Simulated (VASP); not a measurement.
Crystal: MgCdS4.

```xyz
6
Lattice="5.9643 0.0000 0.0000 0.0000 5.9643 0.0000 0.0000 0.0000 4.3668" Properties=species:S:1:pos:R:3 pbc="T T T"
Mg    0.0000    0.0000    2.1834
Cd    2.9821    2.9821    2.1834
S     3.9346    0.0000    0.0000
S     2.0297    0.0000    0.0000
S     0.0000    2.0297    0.0000
S     0.0000    3.9346    0.0000
```

```yaml
Program: VASP 6.6.1
Task: relaxation of cell and atoms
Functional: PBE
Potentials_or_basis: VASP PAW PBE potentials, release 64 (Mg, Cd, S)
Cutoff: 600 eV
k_mesh: 4 × 4 × 4
Occupations: gaussian, width 0.1 eV
Spin: no spin polarisation
```

At the start: pressure 1.2 GPa; volume 25.89 Å³/atom.

Task: How do energy, volume and symmetry change on relaxing?

Result: Over 11 steps the energy falls by 116.6 meV/atom and the volume is 22.97 Å³/atom (-11.3 %); space group P4/mmm (No. 123, to 0.05 Å).

The path:
```csv
step,energy change (eV),largest force (eV/Å),pressure (GPa),volume (Å³)
1,0.0000,2.3514,1.16,155.34
2,-0.3239,0.5242,-4.12,159.37
3,-0.3903,0.0729,-2.97,157.92
4,-0.5725,0.1331,-1.68,148.43
5,-0.6481,0.2387,-0.10,140.44
6,-0.6518,0.2782,0.43,138.26
7,-0.6831,0.2015,0.18,138.18
8,-0.6985,0.1051,-0.04,138.03
9,-0.6988,0.0921,-0.07,138.00
10,-0.6994,0.0544,0.21,137.71
11,-0.6998,0.0051,0.10,137.82
```

Final structure:
```yaml
crystal:
  lattice:
    - [6.03516, 0.00000, 0.00000]
    - [0.00000, 6.03516, 0.00000]
    - [0.00000, 0.00000, 3.78391]
  atoms:
    - { symbol: Mg, position: [0.00000, 0.00000, 0.50000] }
    - { symbol: Cd, position: [0.50000, 0.50000, 0.50000] }
    - { symbol: S, position: [0.67119, 0.00000, 0.00000] }
    - { symbol: S, position: [0.32881, 0.00000, 0.00000] }
    - { symbol: S, position: [0.00000, 0.32881, 0.00000] }
    - { symbol: S, position: [0.00000, 0.67119, 0.00000] }
```
